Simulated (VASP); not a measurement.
Ca3Y3Au: single point with PBE

The system is Ca3Y3Au.

```
Ca Y Au
1.0
     6.27332    0.00000    0.00000
     0.00000    6.27332    0.00000
     0.00000    0.00000    6.27332
Ca Y Au
3 3 1
Direct
  0.00000 0.50000 0.00000
  0.50000 0.00000 0.00000
  0.00000 0.00000 0.50000
  0.00000 0.50000 0.50000
  0.50000 0.50000 0.00000
  0.50000 0.00000 0.50000
  0.50000 0.50000 0.50000
```

```yaml
Program: VASP 6.6.1
Task: single point
Functional: PBE
Potentials_or_basis: VASP PAW PBE potentials, release 64 (Ca_sv, Y_sv, Au)
Cutoff: 520 eV
k_mesh: 4 × 4 × 4
Occupations: gaussian, width 0.1 eV
Spin: no spin polarisation
```

```json
{
  "Pressure": "0.3 GPa",
  "Band gap on the k mesh": "zero (band 37 reaches 2.65 eV, above the bottom of band 38 at 2.44 eV)"
}
```

Levels at points of the mesh, in eV from the Fermi level:
```
           k point  band 35  band 36  band 37  band 38  band 39  band 40
(0.00, 0.00, 0.00)    -0.45    -0.45     0.07     0.07     0.07     0.13
(0.50, 0.00, 0.00)    -0.31    -0.19    -0.19    -0.14     0.03     0.12
(0.50, 0.50, 0.00)    -0.52     0.04     0.04     0.22     0.86     0.86
(0.50, 0.50, 0.50)    -0.56    -0.56    -0.56     0.90     0.90     0.90
```

It took 63 s on 1 thread of Intel(R) Xeon(R) 6975P-C (Granite Rapids), with other jobs on the host, peak memory 0.39 GiB.

Caveat: spin-orbit coupling is left out, which moves the levels of the heavy elements.
